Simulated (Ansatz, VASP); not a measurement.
WSe in VASP and in Ansatz

Contents of INCAR:

```
SYSTEM = WSe
  ALGO = Normal
  EDIFF = 1E-7
  ENCUT = 520
  GGA = PE
  ISIF = 2
  ISMEAR = 0
  ISPIN = 2
  LASPH = .TRUE.
  LCHARG = .FALSE.
  LDAU = .TRUE.
  LDAUJ = 0 0
  LDAUL = 2 -1
  LDAUPRINT = 1
  LDAUTYPE = 2
  LDAUU = 6.2 0
  LMAXMIX = 4
  LORBIT = 11
  LREAL = .FALSE.
  LWAVE = .FALSE.
  MAGMOM = 2.5 2.5 0 0
  NBANDS = 32
  NELM = 150
  PREC = Accurate
  SIGMA = 0.1
```

KPOINTS

```
k-points
0
G
  12 12 6
  0 0 0
```

File POSCAR:

```
WSe
1.0
    4.0679576104      0.0000000000      0.0000000000
   -2.0339788052      3.5229546321      0.0000000000
    0.0000000000      0.0000000000      6.7661319910
W Se
2 2
Direct
    0.0000000000      0.0000000000      0.0000000000
    0.0000000000      0.0000000000      0.5000000000
    0.3333333333      0.6666666667      0.2500000000
    0.6666666667      0.3333333333      0.7500000000
```

Input for Ansatz:

```yaml
crystal:
  lattice:
    - [4.067957709, 0.0, 0.0]
    - [-2.0339788545, 3.5229547175, 0.0]
    - [0.0, 0.0, 6.7661319722]
  atoms:
    - { symbol: W, position: [0.0, 0.0, 0.0], spin: 2.5 }
    - { symbol: W, position: [0.0, 0.0, 0.5], spin: 2.5 }
    - { symbol: Se, position: [0.3333333333, 0.6666666667, 0.25] }
    - { symbol: Se, position: [0.6666666667, 0.3333333333, 0.75] }
basis:
  ecutwfc: 420
kpoints:
  mp_grid: { grid: [12, 12, 6] }
hamiltonian:
  xc: pbe
  hubbard: { sites: [{ species: W, l: d, u_eff: 6.2 }] }
scf:
  occupations: { method: gaussian, width: 0.1 }
output:
  forces: true
  stress: true
  eigenvalues: true
  populations: true
  write_density: true
  write_potential: true
  elf: true
  volumetric_format: npy
magnetization:
  spin_polarized: true
```

Alike in both runs: task single point; functional PBE; k mesh 12 × 12 × 6; occupations gaussian, width 0.1 eV; collinear spin; Hubbard terms W d U = 6.2 eV.

|  | VASP | Ansatz |
| --- | --- | --- |
| version | VASP 6.6.1 | Ansatz 0.2.0 |
| potentials or method | VASP PAW PBE potentials, release 64 (W_sv, Se), cutoff 520 eV | scalar-relativistic, plane waves, PAW |
| valence electrons in the cell | 40 | 60 |

|  | VASP | Ansatz | Ansatz less VASP |
| --- | --- | --- | --- |
| gap on the k mesh at the Fermi level (eV) | none | none | - |
| pressure (GPa) | -2.6 | 0.0 | +2.65 |
| net moment per atom (μB) | 1.97 | 2.00 | +0.028 |
| size of the moment on the site where the two differ most (μB) | 0.10 | 0.26 | +0.158 |

Site moments also hang on the region over which each program counts them. The programs project onto different local orbitals, so the same U acts differently, and such runs can settle in different states. A gap of «none» marks a metal or a gap that the smearing closes. VASP's potentials hold 40 valence electrons a cell and Ansatz's 60, so a difference there can come from the potentials and not from the codes. Ansatz's warnings: filled band counts differ across k points, look outside group, minimisation memory short.

Spin-orbit coupling is off throughout.
